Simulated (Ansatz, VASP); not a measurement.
Two plane-wave programs on BaF2

File INCAR:

```
  PREC = Accurate
  ENCUT = 600
  EDIFF = 1E-6
  ISMEAR = -5
  SIGMA = 0.1
  LREAL = F
  LASPH = T
  NELM = 200
  ALGO = Normal
  ISIF = 2
  LWAVE = F
  LCHARG = F
  MAGMOM = 0 0 0 0 0 0 0 0 0
  LORBIT = 11
  LSORBIT = T
  GGA_COMPAT = F
  LORBMOM = T
  GGA = PE
  NBANDS = 37
```

File KPOINTS:

```
Automatic mesh
0
Gamma
  8 8 8
```

The input POSCAR:

```
BaF2
1.0
    0.0000000000      3.1000485598      3.1000485598
    3.1000485598      0.0000000000      3.1000485598
    3.1000485598      3.1000485598      0.0000000000
Ba F
1 2
Direct
    0.0000000000      0.0000000000      0.0000000000
    0.2500000000      0.2500000000      0.2500000000
    0.7500000000      0.7500000000      0.7500000000
```

Input for Ansatz:

```yaml
crystal:
  lattice:
    - [0.0, 3.1000485598, 3.1000485598]
    - [3.1000485598, 0.0, 3.1000485598]
    - [3.1000485598, 3.1000485598, 0.0]
  atoms:
    - { symbol: Ba, position: [0.0, 0.0, 0.0] }
    - { symbol: F, position: [0.25, 0.25, 0.25] }
    - { symbol: F, position: [0.75, 0.75, 0.75] }
basis:
  ecutwfc: 420
  ecutrho_ratio: 4
kpoints:
  mp_grid: { grid: [8, 8, 8] }
hamiltonian:
  xc: pbe
scf:
  occupations: { method: tetrahedron }
  n_extra_bands: 32
output:
  forces: true
  stress: true
  write_density: true
  write_potential: true
  elf: true
  volumetric_format: npy
magnetization:
  noncollinear: true
  spin_orbit: true
```

Alike in both runs: task single point; functional PBE; k mesh 8 × 8 × 8; occupations tetrahedron; non-collinear spin, spin-orbit coupling.

|  | VASP | Ansatz |
| --- | --- | --- |
| version | VASP 6.6.1 | Ansatz 0.2.0 |
| potentials or method | VASP PAW PBE potentials, release 64 (Ba_sv, F), cutoff 600 eV | plane waves, PAW |
| valence electrons in the cell | 24 | 24 |

|  | VASP | Ansatz | Ansatz less VASP |
| --- | --- | --- | --- |
| pressure (GPa) | 2.3 | 1.3 | -0.99 |

Ansatz's warnings: band table not solved further, tetrahedron derivatives may miss energy slope.
